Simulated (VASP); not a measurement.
# Sn (a cell with a defect) in VASP: single point with PBEsol+D3(BJ)

Aim: the single point of Sn (a cell with a defect) with PBEsol+D3(BJ).

Everything below comes from runs of VASP 6.6.1. Logs are shortened: lines on timing, memory, paths and dates and some standing lists are left out, and cuts for length are marked.

### 1 The cell of the first run

The cell holds a defect, 15 atoms: a = 9.145 Å, b = 9.145 Å, c = 9.145 Å, α = 60.00°, β = 60.00°, γ = 60.00°.

### 2 Single point, PBEsol+D3(BJ)

INCAR reads:

```
SYSTEM = Sn
PREC     = Accurate       ! precision mode
ENCUT    = 400            ! plane-wave cutoff, eV
EDIFF    = 1E-6           ! SCF threshold, eV
ISMEAR   = -1             ! smearing method
SIGMA    = 0.05           ! smearing width, eV
LREAL    = .FALSE.        ! projectors in reciprocal space
LASPH    = .TRUE.         ! aspherical terms in the spheres
NELM     = 120            ! most SCF steps
ALGO     = Normal         ! electronic algorithm
ISIF     = 2              ! what is computed and relaxed
LWAVE    = .FALSE.        ! write WAVECAR
LCHARG   = .FALSE.        ! write CHGCAR
GGA      = PS             ! functional
IVDW     = 12             ! dispersion correction
NBANDS   = 118            ! bands
GGA_COMPAT= .FALSE.
```

KPOINTS reads:

```
regular mesh
0
G
  2 2 2
  0 0 0
```

POSCAR reads:

```
Sn
1.0
    0.0000000000      6.4666800000      6.4666800000
    6.4666800000      0.0000000000      6.4666800000
    6.4666800000      6.4666800000      0.0000000000
Sn
15
Direct
    0.1153018756      0.1153018756      0.1153018756
    0.0018099381      0.0018099381      0.4981900619
    0.1153018756      0.1153018756      0.6540943731
    0.0018099381      0.4981900619      0.0018099381
    0.1153018756      0.6540943731      0.1153018756
    0.0018099381      0.4981900619      0.4981900619
    0.1232946419      0.6255684527      0.6255684527
    0.4981900619      0.0018099381      0.0018099381
    0.6540943731      0.1153018756      0.1153018756
    0.4981900619      0.0018099381      0.4981900619
    0.6255684527      0.1232946419      0.6255684527
    0.4981900619      0.4981900619      0.0018099381
    0.6255684527      0.6255684527      0.1232946419
    0.5000000000      0.5000000000      0.5000000000
    0.6255684527      0.6255684527      0.6255684527
```

Potentials or basis: VASP PAW PBE potentials, release 64 (Sn_d).

Launch:

```console
$ cat potpaw_PBE.64/Sn_d/POTCAR > POTCAR
$ mpirun -np 1 vasp_std > vasp.out
```

OUTCAR:

```text
SYSTEM = Sn
   PREC = Accurate
   ENCUT = 400
   EDIFF = 1E-6
   ISMEAR = -1
   LREAL = .FALSE.
   LASPH = .TRUE.
   NELM = 120
   ISIF = 2
   GGA = PS
   IVDW = 12
 IVDW          = 12

 ion  position               nearest neighbor table
   1  0.115  0.115  0.115-   2 2.87   4 2.87   8 2.87
   2  0.002  0.002  0.498-   7 2.81  11 2.81   3 2.87   1 2.87
   3  0.115  0.115  0.654-   2 2.87   6 2.87  10 2.87
   4  0.002  0.498  0.002-   7 2.81  13 2.81   5 2.87   1 2.87
   5  0.115  0.654  0.115-   4 2.87   6 2.87  12 2.87
   6  0.002  0.498  0.498-  15 2.81   7 2.81   3 2.87   5 2.87
   7  0.123  0.626  0.626-   2 2.81   4 2.81   6 2.81  14 2.81
   8  0.498  0.002  0.002-  11 2.81  13 2.81   9 2.87   1 2.87
   9  0.654  0.115  0.115-   8 2.87  10 2.87  12 2.87
  10  0.498  0.002  0.498-  15 2.81  11 2.81   3 2.87   9 2.87
  11  0.626  0.123  0.626-   2 2.81   8 2.81  10 2.81  14 2.81
  12  0.498  0.498  0.002-  15 2.81  13 2.81   5 2.87   9 2.87
  13  0.626  0.626  0.123-   4 2.81   8 2.81  12 2.81  14 2.81
  14  0.500  0.500  0.500-   7 2.81  11 2.81  13 2.81  15 2.81
  15  0.626  0.626  0.626-   6 2.81  10 2.81  12 2.81  14 2.81

  LATTYP: Found a face centered cubic cell.
 ALAT       =    12.9333600000

  Lattice vectors:

 A1 = (   0.0000000000,   6.4666800000,   6.4666800000)
 A2 = (   6.4666800000,   0.0000000000,   6.4666800000)
 A3 = (   6.4666800000,   6.4666800000,   0.0000000000)

Analysis of symmetry for initial positions (statically):
=====================================================================
 Subroutine PRICEL returns:
 Original cell was already a primitive cell.

 Routine SETGRP: Setting up the symmetry group for a
 face centered cubic supercell.

 Subroutine GETGRP returns: Found 24 space group operations
 (whereof 24 operations were pure point group operations)
 out of a pool of 48 trial point group operations.

The static configuration has the point symmetry T_d .

Analysis of symmetry for dynamics (positions and initial velocities):
=====================================================================
 Subroutine PRICEL returns:
 Original cell was already a primitive cell.

 Routine SETGRP: Setting up the symmetry group for a
 face centered cubic supercell.

 Subroutine GETGRP returns: Found 24 space group operations
 (whereof 24 operations were pure point group operations)
 out of a pool of 48 trial point group operations.

The dynamic configuration has the point symmetry T_d .

 Subroutine INISYM returns: Found 24 space group operations
 (whereof 24 operations are pure point group operations),
 and found     1 'primitive' translations

----------------------------------------------------------------------------------------

                                     Primitive cell

  volume of cell :     540.8466

  direct lattice vectors                    reciprocal lattice vectors
     0.000000000  6.466680000  6.466680000    -0.077319428  0.077319428  0.077319428
     6.466680000  0.000000000  6.466680000     0.077319428 -0.077319428  0.077319428
     6.466680000  6.466680000  0.000000000     0.077319428  0.077319428 -0.077319428

  length of vectors
     9.145266560  9.145266560  9.145266560     0.133921178  0.133921178  0.133921178

  position of ions in fractional coordinates (direct lattice)
     0.115301876  0.115301876  0.115301876
     0.001809938  0.001809938  0.498190062
     0.115301876  0.115301876  0.654094373
     0.001809938  0.498190062  0.001809938
     0.115301876  0.654094373  0.115301876
     0.001809938  0.498190062  0.498190062
     0.123294642  0.625568453  0.625568453
     0.498190062  0.001809938  0.001809938
     0.654094373  0.115301876  0.115301876
     0.498190062  0.001809938  0.498190062
     0.625568453  0.123294642  0.625568453
     0.498190062  0.498190062  0.001809938
     0.625568453  0.625568453  0.123294642
     0.500000000  0.500000000  0.500000000
     0.625568453  0.625568453  0.625568453

  ion indices of the primitive-cell ions
   primitive index   ion index
                 1           1
                 2           2
                 3           3
                 4           4
                 5           5
                 6           6
                 7           7
                 8           8
                 9           9
                10          10
                11          11
                12          12
                13          13
                14          14
                15          15

----------------------------------------------------------------------------------------

 KPOINTS: regular mesh

Automatic generation of k-mesh.
 Grid dimensions read from file:
 generate k-points for:    2    2    2

 Generating k-lattice:

  Cartesian coordinates                     Fractional coordinates (reciprocal lattice)
    -0.038659714  0.038659714  0.038659714     0.500000000  0.000000000  0.000000000
     0.038659714 -0.038659714  0.038659714     0.000000000  0.500000000  0.000000000
     0.038659714  0.038659714 -0.038659714     0.000000000  0.000000000  0.500000000

  Length of vectors
     0.066960589  0.066960589  0.066960589

  Shift w.r.t. Gamma in fractional coordinates (k-lattice)
     0.000000000  0.000000000  0.000000000

 Subroutine IBZKPT returns following result:
 ===========================================

 Found      3 irreducible k-points:

 Following reciprocal coordinates:
            Coordinates               Weight
  0.000000  0.000000  0.000000      1.000000
  0.500000  0.000000  0.000000      4.000000
  0.500000  0.500000  0.000000      3.000000
   k-points           NKPTS =      3   k-points in BZ     NKDIM =      3   number of bands    NBANDS=    118
   number of dos      NEDOS =    301   number of ions     NIONS =     15
   total plane-waves  NPLWV = 216000
   dimension x,y,z NGX =    60 NGY =   60 NGZ =   60
   dimension x,y,z NGXF=   120 NGYF=  120 NGZF=  120
   ions per type =              15
   NGX,Y,Z   is equivalent  to a cutoff of  10.91, 10.91, 10.91 a.u.
   NGXF,Y,Z  is equivalent  to a cutoff of  21.81, 21.81, 21.81 a.u.
 SYSTEM =  Sn
   PREC   = accura    normal or accurate (medium, high low for compatibility)
   ISTART =      0    job   : 0-new  1-cont  2-samecut
   ICHARG =      2    charge: 1-file 2-atom 10-const
   ISPIN  =      1    spin polarized calculation?
   LNONCOLLINEAR =      F non collinear calculations
   LSORBIT =      F    spin-orbit coupling
   LASPH  =      T    aspherical Exc in radial PAW
   ENCUT  =  400.0 eV  29.40 Ry    5.42 a.u.  14.91 14.91 14.91*2*pi/ulx,y,z
   NELM   =    120;   NELMIN=  2; NELMDL= -5     # of ELM steps
   EDIFF  = 0.1E-05   stopping-criterion for ELM
   LREAL  =      F    real-space projection
   EDIFFG = 0.1E-04   stopping-criterion for IOM
   NSW    =      0    number of steps for IOM
   IBRION =     -1    ionic relax: 0-MD 1-quasi-New 2-CG
   NFREE  =      0    steps in history (QN), initial steepest desc. (CG)
   ISIF   =      2    stress and relaxation
   ISYM   =      2    0-nonsym 1-usesym 2-fastsym
   POTIM  = 0.5000    time-step for ionic-motion
   TEBEG  =    0.0;   TEEND  =   0.0 temperature during run
   PSTRESS=    0.0 pullay stress
   NELECT =     210.0000    total number of electrons
   NUPDOWN=      -1.0000    fix difference up-down
   EMIN   =  10.00;   EMAX   =-10.00  energy-range for DOS
   EFERMI =   0.00;   METHOD = LEGACY
   ISMEAR =    -1;   SIGMA  =   0.05  broadening in eV -4-tet -1-fermi 0-gaus
   EFERMI_NEDOS =   21; number of points for ismear=-14 and -15
   IALGO  =     38    algorithm
   IMIX   =      4    mixing-type and parameters
     AMIX     =   0.40;   BMIX     =  1.00
     AMIX_MAG =   1.60;   BMIX_MAG =  1.00
  volume/ion in A,a.u.               =      36.06       243.32
  Fermi-wavevector in a.u.,A,eV,Ry     =   1.194327  2.256951 19.407579  1.426417
  Thomas-Fermi vector in A             =   2.330320
   LORBIT       =      0    0 simple, 1 ext, 2 COOP (PROOUT), +10 PAW based schemes
   GGA     = PS    functional components
   LHFCALC =     F    Hartree Fock is set to
   AEXX    =    0.0000 exact exchange contribution
   IVDW    =    12    specifies the selected vdW correction
   LEPSILON=     F    determine dielectric tensor
   LRPA    =     F    only Hartree local field effects (RPA)
 non-spin polarized calculation
  energy-cutoff  :      400.00
  volume of cell :      540.85
 maximum number of plane-waves:      9864
 NGX is ok and might be reduce to    60
   NGX = 29   NGY = 29   NGZ = 29

 number of electron     210.0000021 magnetization

 Free energy of the ion-electron system (eV)
  ---------------------------------------------------
  ext. energy  EPLUGINS =         0.00000000
  ---------------------------------------------------
  free energy    TOTEN  =       -60.67313666 eV

  energy without entropy =      -60.64105756  energy(sigma->0) =      -60.65709711

 E-fermi :   4.8000     XC(G=0):  -8.8549

 val. band max:        4.7766158763   @ k =   0.0000   0.0000   0.0000
 cond. band min:       4.9291606721   @ k =   0.5000   0.5000   0.0000
 fundamental gap:      0.1525447958
 Fermi energy:         4.7999680032

 k-point     1 :       0.0000    0.0000    0.0000
  band No.  band energies     occupation
      1     -16.7150      2.00000
      2     -16.7150      2.00000
      3     -16.7150      2.00000
      4     -16.7002      2.00000
      5     -16.7002      2.00000
      6     -16.7002      2.00000
[... 109 lines left out ...]
    116       6.4544      0.00000
    117       6.4544      0.00000

 k-point     2 :       0.5000    0.0000    0.0000
  band No.  band energies     occupation
      1     -16.7215      2.00000
      2     -16.7215      2.00000
      3     -16.7153      2.00000
      4     -16.7030      2.00000
      5     -16.7030      2.00000
      6     -16.7012      2.00000
[... 109 lines left out ...]
    116       8.1743      0.00000
    117       8.1744      0.00000

 k-point     3 :       0.5000    0.5000    0.0000
  band No.  band energies     occupation
      1     -16.7213      2.00000
      2     -16.7204      2.00000
      3     -16.7204      2.00000
      4     -16.7076      2.00000
      5     -16.7004      2.00000
      6     -16.7004      2.00000
[... 109 lines left out ...]
    116       8.3418      0.00000
    117       8.7084      0.00000
 [bands above 117 left out]

------------------------ aborting loop because EDIFF is reached ----------------------------------------

 Edisp (eV)   -4.67555

 E8    (eV) :    -3.3072

  FORCE on cell =-STRESS in cart. coord.  units (eV):
  Direction    XX          YY          ZZ          XY          YZ          ZX
  --------------------------------------------------------------------------------------
  -------------------------------------------------------------------------------------
  Total      -5.22704    -5.22704    -5.22704     0.00000     0.00000     0.00000
  in kB     -15.48434   -15.48434   -15.48434     0.00000     0.00000     0.00000
  external pressure =      -15.48 kB  Pullay stress =        0.00 kB

 VOLUME and BASIS-vectors are now :
 -----------------------------------------------------------------------------
  energy-cutoff  :      400.00
  volume of cell :      540.85
      direct lattice vectors                 reciprocal lattice vectors
     0.000000000  6.466680000  6.466680000    -0.077319428  0.077319428  0.077319428
     6.466680000  0.000000000  6.466680000     0.077319428 -0.077319428  0.077319428
     6.466680000  6.466680000  0.000000000     0.077319428  0.077319428 -0.077319428

 POSITION                                       TOTAL-FORCE (eV/Angst)
 -----------------------------------------------------------------------------------
      1.49124      1.49124      1.49124         0.006402      0.006402      0.006402
      3.23334      3.23334      0.02341        -0.000000     -0.000000      0.003085
      4.97544      4.97544      1.49124        -0.006402     -0.006402      0.006402
      3.23334      0.02341      3.23334        -0.000000      0.003085     -0.000000
      4.97544      1.49124      4.97544        -0.006402      0.006402     -0.006402
      6.44327      3.23334      3.23334        -0.003085     -0.000000     -0.000000
      8.09070      4.84266      4.84266         0.002769     -0.002769     -0.002769
      0.02341      3.23334      3.23334         0.003085     -0.000000     -0.000000
      1.49124      4.97544      4.97544         0.006402     -0.006402     -0.006402
      3.23334      6.44327      3.23334        -0.000000     -0.003085     -0.000000
      4.84266      8.09070      4.84266        -0.002769      0.002769     -0.002769
      3.23334      3.23334      6.44327        -0.000000     -0.000000     -0.003085
      4.84266      4.84266      8.09070        -0.002769     -0.002769      0.002769
      6.46668      6.46668      6.46668        -0.000000     -0.000000     -0.000000
      8.09070      8.09070      8.09070         0.002769      0.002769      0.002769
 -----------------------------------------------------------------------------------
    total drift:                                0.000005      0.000005      0.000005

  FREE ENERGIE OF THE ION-ELECTRON SYSTEM (eV)
  ---------------------------------------------------
  free  energy   TOTEN  =       -65.3486861030 eV

  energy  without entropy=      -65.3166070057  energy(sigma->0) =      -65.33264655
```

Wall time 5 min (1 thread of Intel Xeon Platinum 8488C (Sapphire Rapids), shared host); peak memory 0.49 GiB.

Results:

| Quantity | Value |
| --- | --- |
| Free energy | -65.3487 eV |
| Pressure | -1.5 GPa |
| Largest force | 0.011 eV/Å |
| Dispersion energy per atom | -0.312 eV |

Forces in eV/Å, atoms in the order of the input:
```
Sn   0.006  0.006  0.006
Sn   0.000  0.000  0.003
Sn  -0.006 -0.006  0.006
Sn   0.000  0.003  0.000
Sn  -0.006  0.006 -0.006
Sn  -0.003  0.000  0.000
Sn   0.003 -0.003 -0.003
Sn   0.003  0.000  0.000
Sn   0.006 -0.006 -0.006
Sn   0.000 -0.003  0.000
Sn  -0.003  0.003 -0.003
Sn   0.000  0.000 -0.003
Sn  -0.003 -0.003  0.003
Sn   0.000  0.000  0.000
Sn   0.003  0.003  0.003
```

Levels at points of the mesh, in eV from the Fermi level:
```tsv
k point	band 103	band 104	band 105	band 106	band 107	band 108
(0.00, 0.00, 0.00)	-0.24	-0.24	-0.02	0.29	0.29	0.29
(0.50, 0.00, 0.00)	-1.02	-0.29	-0.29	0.43	0.43	0.74
(0.50, 0.50, 0.00)	-1.11	-0.92	-0.71	0.13	0.13	1.31
```

Caveat: the k points lie up to 0.42 Å⁻¹ apart; the PAW data sets were made with another functional, which shifts forces and pressure a little; spin-orbit coupling is left out, which moves the levels of the heavy elements.
